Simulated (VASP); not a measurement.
Input of a VASP 6.6.1 run:

INCAR

```
ALGO = Normal ; EDIFF = 1E-6
EDIFFG = -0.005 ; ENCUT = 600
GGA = PE ; IBRION = 2
ISIF = 3 ; ISMEAR = 0
ISPIN = 2 ; LASPH = T
LCHARG = F ; LMAXMIX = 4
LORBIT = 11 ; LREAL = F
LWAVE = F ; MAGMOM = 0.81
NELM = 150 ; NSW = 100
PREC = Accurate ; SIGMA = 0.1
```

KPOINTS

```
k-points
0
Gamma
  20 20 20
```

File POSCAR:

```
Ni
1.0
    0.0000000000      1.7679500000      1.7679500000
    1.7679500000      0.0000000000      1.7679500000
    1.7679500000      1.7679500000      0.0000000000
Ni
1
Direct
    0.0000000000      0.0000000000      0.0000000000
```

Potentials or basis: VASP PAW PBE potentials, release 64 (Ni).

Run with:

```sh
$ cat potpaw_PBE.64/Ni/POTCAR > POTCAR
$ mpirun -np 1 vasp_std > vasp.out
```

(1) Predict the relaxed cell.

(2) What does it give for the site moments?

(3) Estimate the space group after relaxing (to 0.05 Å).

(4) Predict the net moment.

Answers

(1) a = 2.487 Å, b = 2.487 Å, c = 2.487 Å, α = 60.00°, β = 60.00°, γ = 60.00°.

(2) Ni +0.64 μB.

(3) Fm-3m (No. 225).

(4) 0.63 μB per cell.
